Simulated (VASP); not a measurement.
# BiB26N27 (a cell with a defect) in VASP: single point with PBE

Aim: the single point of BiB26N27 (a cell with a defect) with PBE.

All numbers are computed with VASP 6.6.1; they aren't measurements. Logs are shortened: lines on timing, memory, paths and dates and some standing lists are left out, and cuts for length are marked.

### Step 1. The cell of the first run

The cell holds a defect, 54 atoms: a = 7.692 Å, b = 7.692 Å, c = 7.692 Å, α = 60.00°, β = 60.00°, γ = 60.00°.

### Step 2. Single point, PBE

INCAR reads:

```
PREC = Accurate
ENCUT = 520
EDIFF = 1E-6
ISMEAR = -1
SIGMA = 0.01
LREAL = Auto
LASPH = T
NELM = 80
ALGO = Normal
ISIF = 2
LWAVE = F
LCHARG = F
GGA = PE
NBANDS = 147
```

KPOINTS reads:

```
Automatic mesh
0
Gamma
  3 3 3
```

POSCAR reads:

```
BiB26N27
1.0
    0.0000000000      5.4390030000      5.4390030000
    5.4390030000      0.0000000000      5.4390030000
    5.4390030000      5.4390030000      0.0000000000
Bi B N
1 26 27
Direct
    0.0000000000      0.0000000000      0.0000000000
    0.0029573813      0.0029573813      0.3386207198
    0.0029573813      0.0029573813      0.6554645175
    0.0029573813      0.3386207198      0.0029573813
   -0.0000985038      0.3333661679      0.3333661679
    0.0029573813      0.3386207198      0.6554645175
    0.0029573813      0.6554645175      0.0029573813
    0.0029573813      0.6554645175      0.3386207198
    0.0003677655      0.6665440782      0.6665440782
    0.3386207198      0.0029573813      0.0029573813
    0.3333661679     -0.0000985038      0.3333661679
    0.3386207198      0.0029573813      0.6554645175
    0.3333661679      0.3333661679     -0.0000985038
    0.3333661679      0.3333661679      0.3333661679
    0.3336284474      0.3336284474      0.6663715526
    0.3386207198      0.6554645175      0.0029573813
    0.3336284474      0.6663715526      0.3336284474
    0.3336284474      0.6663715526      0.6663715526
    0.6554645175      0.0029573813      0.0029573813
    0.6554645175      0.0029573813      0.3386207198
    0.6665440782      0.0003677655      0.6665440782
    0.6554645175      0.3386207198      0.0029573813
    0.6663715526      0.3336284474      0.3336284474
    0.6663715526      0.3336284474      0.6663715526
    0.6665440782      0.6665440782      0.0003677655
    0.6663715526      0.6663715526      0.3336284474
    0.6665440782      0.6665440782      0.6665440782
    0.1062154514      0.1062154514      0.1062154514
    0.0823357181      0.0823357181      0.4176642819
    0.1062154514      0.1062154514      0.6813536458
    0.0823357181      0.4176642819      0.0823357181
    0.0823357181      0.4176642819      0.4176642819
    0.0842266040      0.4157782020      0.7499975970
    0.1062154514      0.6813536458      0.1062154514
    0.0842266040      0.7499975970      0.4157782020
    0.0842266040      0.7499975970      0.7499975970
    0.4176642819      0.0823357181      0.0823357181
    0.4176642819      0.0823357181      0.4176642819
    0.4157782020      0.0842266040      0.7499975970
    0.4176642819      0.4176642819      0.0823357181
    0.4166732989      0.4166732989      0.4166732989
    0.4166732989      0.4166732989      0.7499801032
    0.4157782020      0.7499975970      0.0842266040
    0.4166732989      0.7499801032      0.4166732989
    0.4157782020      0.7499975970      0.7499975970
    0.6813536458      0.1062154514      0.1062154514
    0.7499975970      0.0842266040      0.4157782020
    0.7499975970      0.0842266040      0.7499975970
    0.7499975970      0.4157782020      0.0842266040
    0.7499801032      0.4166732989      0.4166732989
    0.7499975970      0.4157782020      0.7499975970
    0.7499975970      0.7499975970      0.0842266040
    0.7499975970      0.7499975970      0.4157782020
    0.7500000000      0.7500000000      0.7500000000
```

Potentials or basis: VASP PAW PBE potentials, release 64 (Bi_d, B, N).

Command:

```console
$ cat potpaw_PBE.64/Bi_d/POTCAR potpaw_PBE.64/B/POTCAR potpaw_PBE.64/N/POTCAR > POTCAR
$ mpirun -np 1 vasp_std > vasp.out
```

OUTCAR:

```text
PREC = Accurate
   ENCUT = 520
   EDIFF = 1E-6
   ISMEAR = -1
   LREAL = Auto
   LASPH = T
   NELM = 80
   ISIF = 2
   GGA = PE

 ion  position               nearest neighbor table
   1  0.000  0.000  0.000-  28 2.00  30 2.00  34 2.00  46 2.00   4 2.63  10 2.63   2 2.63  20 2.63
                            22 2.63   8 2.63   6 2.63  12 2.63  16 2.63   3 2.63   7 2.63  19 2.63
   2  0.003  0.003  0.339-  29 1.49  28 1.50  35 1.59  47 1.59   1 2.63
   3  0.003  0.003  0.655-  29 1.49  30 1.50  36 1.59  48 1.59   1 2.63
   4  0.003  0.339  0.003-  31 1.49  28 1.50  33 1.59  49 1.59   1 2.63
   5  1.000  0.333  0.333-  50 1.57  29 1.58  31 1.58  32 1.58
   6  0.003  0.339  0.655-  32 1.49  30 1.50  51 1.59  33 1.59   1 2.63
   7  0.003  0.655  0.003-  31 1.49  34 1.50  36 1.59  52 1.59   1 2.63
   8  0.003  0.655  0.339-  32 1.49  34 1.50  53 1.59  35 1.59   1 2.63
   9  0.000  0.667  0.667-  54 1.57  36 1.57  33 1.57  35 1.57
  10  0.339  0.003  0.003-  37 1.49  28 1.50  39 1.59  43 1.59   1 2.63
  11  0.333  1.000  0.333-  44 1.57  29 1.58  37 1.58  38 1.58
  12  0.339  0.003  0.655-  38 1.49  30 1.50  45 1.59  39 1.59   1 2.63
  13  0.333  0.333  1.000-  42 1.57  37 1.58  31 1.58  40 1.58
  14  0.333  0.333  0.333-  41 1.57  38 1.58  40 1.58  32 1.58
  15  0.334  0.334  0.666-  33 1.57  39 1.57  42 1.57  41 1.57
  16  0.339  0.655  0.003-  40 1.49  34 1.50  45 1.59  43 1.59   1 2.63
  17  0.334  0.666  0.334-  35 1.57  43 1.57  44 1.57  41 1.57
  18  0.334  0.666  0.666-  45 1.57  36 1.57  44 1.57  42 1.57
  19  0.655  0.003  0.003-  37 1.49  46 1.50  48 1.59  52 1.59   1 2.63
  20  0.655  0.003  0.339-  38 1.49  46 1.50  53 1.59  47 1.59   1 2.63
  21  0.667  0.000  0.667-  54 1.57  48 1.57  39 1.57  47 1.57
  22  0.655  0.339  0.003-  40 1.49  46 1.50  51 1.59  49 1.59   1 2.63
  23  0.666  0.334  0.334-  47 1.57  49 1.57  50 1.57  41 1.57
  24  0.666  0.334  0.666-  51 1.57  48 1.57  50 1.57  42 1.57
  25  0.667  0.667  0.000-  54 1.57  52 1.57  43 1.57  49 1.57
  26  0.666  0.666  0.334-  53 1.57  52 1.57  44 1.57  50 1.57
  27  0.667  0.667  0.667-  54 1.57  51 1.57  53 1.57  45 1.57
  28  0.106  0.106  0.106-   2 1.50   4 1.50  10 1.50   1 2.00
[... 24 lines left out ...]
  53  0.750  0.750  0.416-  26 1.57  27 1.57   8 1.59  20 1.59
  54  0.750  0.750  0.750-  27 1.57  21 1.57  25 1.57   9 1.57

  LATTYP: Found a face centered cubic cell.
 ALAT       =    10.8780060000

  Lattice vectors:

 A1 = (   0.0000000000,   5.4390030000,   5.4390030000)
 A2 = (   5.4390030000,   0.0000000000,   5.4390030000)
 A3 = (   5.4390030000,   5.4390030000,   0.0000000000)

Analysis of symmetry for initial positions (statically):
=====================================================================
 Subroutine PRICEL returns:
 Original cell was already a primitive cell.

 Routine SETGRP: Setting up the symmetry group for a
 face centered cubic supercell.

 Subroutine GETGRP returns: Found 24 space group operations
 (whereof 24 operations were pure point group operations)
 out of a pool of 48 trial point group operations.

The static configuration has the point symmetry T_d .

Analysis of symmetry for dynamics (positions and initial velocities):
=====================================================================
 Subroutine PRICEL returns:
 Original cell was already a primitive cell.

 Routine SETGRP: Setting up the symmetry group for a
 face centered cubic supercell.

 Subroutine GETGRP returns: Found 24 space group operations
 (whereof 24 operations were pure point group operations)
 out of a pool of 48 trial point group operations.

The dynamic configuration has the point symmetry T_d .

 Subroutine INISYM returns: Found 24 space group operations
 (whereof 24 operations are pure point group operations),
 and found     1 'primitive' translations

----------------------------------------------------------------------------------------

                                     Primitive cell

  volume of cell :     321.8014

  direct lattice vectors                    reciprocal lattice vectors
     0.000000000  5.439003000  5.439003000    -0.091928613  0.091928613  0.091928613
     5.439003000  0.000000000  5.439003000     0.091928613 -0.091928613  0.091928613
     5.439003000  5.439003000  0.000000000     0.091928613  0.091928613 -0.091928613

  length of vectors
     7.691911808  7.691911808  7.691911808     0.159225028  0.159225028  0.159225028

  position of ions in fractional coordinates (direct lattice)
     0.000000000  0.000000000  0.000000000
     0.002957381  0.002957381  0.338620720
     0.002957381  0.002957381  0.655464518
     0.002957381  0.338620720  0.002957381
     0.999901496  0.333366168  0.333366168
     0.002957381  0.338620720  0.655464518
[... 46 lines left out ...]
     0.749997597  0.749997597  0.415778202
     0.750000000  0.750000000  0.750000000

  ion indices of the primitive-cell ions
   primitive index   ion index
                 1           1
                 2           2
                 3           3
                 4           4
                 5           5
                 6           6
[... 46 lines left out ...]
                53          53
                54          54

----------------------------------------------------------------------------------------

 KPOINTS: Automatic mesh

Automatic generation of k-mesh.
 Grid dimensions read from file:
 generate k-points for:    3    3    3

 Generating k-lattice:

  Cartesian coordinates                     Fractional coordinates (reciprocal lattice)
    -0.030642871  0.030642871  0.030642871     0.333333333  0.000000000  0.000000000
     0.030642871 -0.030642871  0.030642871     0.000000000  0.333333333  0.000000000
     0.030642871  0.030642871 -0.030642871     0.000000000  0.000000000  0.333333333

  Length of vectors
     0.053075009  0.053075009  0.053075009

  Shift w.r.t. Gamma in fractional coordinates (k-lattice)
     0.000000000  0.000000000  0.000000000

 Subroutine IBZKPT returns following result:
 ===========================================

 Found      4 irreducible k-points:

 Following reciprocal coordinates:
            Coordinates               Weight
  0.000000  0.000000  0.000000      1.000000
  0.333333  0.000000  0.000000      8.000000
  0.333333  0.333333  0.000000      6.000000
 -0.333333  0.333333  0.000000     12.000000
   k-points           NKPTS =      4   k-points in BZ     NKDIM =      4   number of bands    NBANDS=    147
   number of dos      NEDOS =    301   number of ions     NIONS =     54
   total plane-waves  NPLWV = 216000
   dimension x,y,z NGX =    60 NGY =   60 NGZ =   60
   dimension x,y,z NGXF=   120 NGYF=  120 NGZF=  120
   ions per type =               1  26  27
   NGX,Y,Z   is equivalent  to a cutoff of  12.97, 12.97, 12.97 a.u.
   NGXF,Y,Z  is equivalent  to a cutoff of  25.94, 25.94, 25.94 a.u.
 SYSTEM =  unknown system
   PREC   = accura    normal or accurate (medium, high low for compatibility)
   ISTART =      0    job   : 0-new  1-cont  2-samecut
   ICHARG =      2    charge: 1-file 2-atom 10-const
   ISPIN  =      1    spin polarized calculation?
   LNONCOLLINEAR =      F non collinear calculations
   LSORBIT =      F    spin-orbit coupling
   LASPH  =      T    aspherical Exc in radial PAW
   ENCUT  =  520.0 eV  38.22 Ry    6.18 a.u.  14.30 14.30 14.30*2*pi/ulx,y,z
   NELM   =     80;   NELMIN=  2; NELMDL= -5     # of ELM steps
   EDIFF  = 0.1E-05   stopping-criterion for ELM
   LREAL  =      T    real-space projection
   EDIFFG = 0.1E-04   stopping-criterion for IOM
   NSW    =      0    number of steps for IOM
   IBRION =     -1    ionic relax: 0-MD 1-quasi-New 2-CG
   NFREE  =      0    steps in history (QN), initial steepest desc. (CG)
   ISIF   =      2    stress and relaxation
   ISYM   =      2    0-nonsym 1-usesym 2-fastsym
   POTIM  = 0.5000    time-step for ionic-motion
   TEBEG  =    0.0;   TEEND  =   0.0 temperature during run
   PSTRESS=    0.0 pullay stress
   NELECT =     228.0000    total number of electrons
   NUPDOWN=      -1.0000    fix difference up-down
   EMIN   =  10.00;   EMAX   =-10.00  energy-range for DOS
   EFERMI =   0.00;   METHOD = LEGACY
   ISMEAR =    -1;   SIGMA  =   0.01  broadening in eV -4-tet -1-fermi 0-gaus
   EFERMI_NEDOS =   21; number of points for ismear=-14 and -15
   IALGO  =     38    algorithm
   IMIX   =      4    mixing-type and parameters
     AMIX     =   0.40;   BMIX     =  1.00
     AMIX_MAG =   1.60;   BMIX_MAG =  1.00
  volume/ion in A,a.u.               =       5.96        40.22
  Fermi-wavevector in a.u.,A,eV,Ry     =   1.459454  2.757969 28.980500  2.130007
  Thomas-Fermi vector in A             =   2.576019
   LORBIT       =      0    0 simple, 1 ext, 2 COOP (PROOUT), +10 PAW based schemes
   GGA     = PE    functional components
   LHFCALC =     F    Hartree Fock is set to
   AEXX    =    0.0000 exact exchange contribution
   IVDW    =     0    specifies the selected vdW correction
   LEPSILON=     F    determine dielectric tensor
   LRPA    =     F    only Hartree local field effects (RPA)
 non-spin polarized calculation
  energy-cutoff  :      520.00
  volume of cell :      321.80
 maximum number of plane-waves:      8682
 NGX is ok and might be reduce to    60
   NGX = 29   NGY = 29   NGZ = 29

 number of electron     227.9999981 magnetization

 Free energy of the ion-electron system (eV)
  ---------------------------------------------------
  ext. energy  EPLUGINS =         0.00000000
  ---------------------------------------------------
  free energy    TOTEN  =      -448.55913493 eV

  energy without entropy =     -448.55913493  energy(sigma->0) =     -448.55913493

 E-fermi :  12.2584     XC(G=0): -12.9875

 val. band max:       12.0388645732   @ k =  -0.3333   0.3333   0.0000
 cond. band min:      12.4731773400   @ k =   0.3333   0.3333   0.0000
 fundamental gap:      0.4343127668
 Fermi energy:        12.2584383239

 k-point     1 :       0.0000    0.0000    0.0000
  band No.  band energies     occupation
      1     -13.4119      2.00000
      2     -13.4119      2.00000
      3     -13.4119      2.00000
      4     -12.9612      2.00000
      5     -12.9612      2.00000
      6     -12.3869      2.00000
[... 505 lines left out ...]
    125      16.2102      0.00000
    126      16.3140      0.00000
 [bands above 126 left out]

------------------------ aborting loop because EDIFF is reached ----------------------------------------

  FORCE on cell =-STRESS in cart. coord.  units (eV):
  Direction    XX          YY          ZZ          XY          YZ          ZX
  --------------------------------------------------------------------------------------
  -------------------------------------------------------------------------------------
  Total       54.4292704     54.4292704     54.4292704      0.0000000      0.0000000     -0.0000000
  in kB      270.9912103    270.9912103    270.9912103      0.0000000      0.0000000     -0.0000000
  external PRESSURE =     270.9912103 kB  Pullay stress =       0.0000000 kB

 VOLUME and BASIS-vectors are now :
 -----------------------------------------------------------------------------
  energy-cutoff  :      520.00
  volume of cell :      321.80
      direct lattice vectors                 reciprocal lattice vectors
     0.000000000  5.439003000  5.439003000    -0.091928613  0.091928613  0.091928613
     5.439003000  0.000000000  5.439003000     0.091928613 -0.091928613  0.091928613
     5.439003000  5.439003000  0.000000000     0.091928613  0.091928613 -0.091928613

 POSITION                                       TOTAL-FORCE (eV/Angst)
 -----------------------------------------------------------------------------------
      0.00000      0.00000      0.00000         0.000000      0.000000      0.000000
      1.85784      1.85784      0.03217         0.002162      0.002162     -0.028707
      3.58116      3.58116      0.03217        -0.002162     -0.002162     -0.028707
      1.85784      0.03217      1.85784         0.002162     -0.028707      0.002162
      3.62636      7.25165      7.25165        -0.003493      0.003493      0.003493
      5.40683      3.58116      1.85784         0.028707     -0.002162      0.002162
[... 46 lines left out ...]
      6.34066      6.34066      8.15848        -0.000566     -0.000566      0.002961
      8.15850      8.15850      8.15850         0.000000      0.000000      0.000000
 -----------------------------------------------------------------------------------
    total drift:                               -0.000001     -0.000001      0.000001

  FREE ENERGIE OF THE ION-ELECTRON SYSTEM (eV)
  ---------------------------------------------------
  free  energy   TOTEN  =      -448.5591349252 eV

  energy  without entropy=     -448.5591349251  energy(sigma->0) =     -448.55913493
```

Wall time 14 min (1 thread of Intel Xeon Platinum 8259CL at 2.50GHz (Skylake/Cascade Lake), shared host); peak memory 0.55 GiB.

Results:

```
Free energy            : -448.5591 eV
Pressure               : 27.1 GPa
Largest force          : 0.029 eV/Å
Band gap on the k mesh : 0.43 eV
```

Forces in eV/Å, atoms in the order of the input:
```
Bi   0.000  0.000  0.000
B    0.002  0.002 -0.029
B   -0.002 -0.002 -0.029
B    0.002 -0.029  0.002
B   -0.003  0.003  0.003
B    0.029 -0.002  0.002
B   -0.002 -0.029 -0.002
B    0.029  0.002 -0.002
B    0.005 -0.005 -0.005
B   -0.029  0.002  0.002
B    0.003 -0.003  0.003
B   -0.002  0.029  0.002
B    0.003  0.003 -0.003
B   -0.003 -0.003 -0.003
B    0.000  0.000 -0.021
B   -0.002  0.002  0.029
B    0.000 -0.021  0.000
B    0.021  0.000  0.000
B   -0.029 -0.002 -0.002
B    0.002  0.029 -0.002
B   -0.005  0.005 -0.005
B    0.002 -0.002  0.029
B   -0.021  0.000  0.000
B    0.000  0.021  0.000
B   -0.005 -0.005  0.005
B    0.000  0.000  0.021
B    0.005  0.005  0.005
N   -0.005 -0.005 -0.005
N    0.000  0.000  0.022
N    0.005  0.005 -0.005
N    0.000  0.022  0.000
N   -0.022  0.000  0.000
N   -0.001  0.001 -0.003
N    0.005 -0.005  0.005
N   -0.001 -0.003  0.001
N    0.003  0.001  0.001
N    0.022  0.000  0.000
N    0.000 -0.022  0.000
N    0.001 -0.001 -0.003
N    0.000  0.000 -0.022
N    0.002  0.002  0.002
N   -0.002 -0.002  0.002
N    0.001 -0.003 -0.001
N   -0.002  0.002 -0.002
N    0.003 -0.001 -0.001
N   -0.005  0.005  0.005
N   -0.003 -0.001  0.001
N    0.001  0.003  0.001
N   -0.003  0.001 -0.001
N    0.002 -0.002 -0.002
N   -0.001  0.003 -0.001
N    0.001  0.001  0.003
N   -0.001 -0.001  0.003
N    0.000  0.000  0.000
```

Caveat: spin-orbit coupling is left out, which moves the levels of the heavy elements.
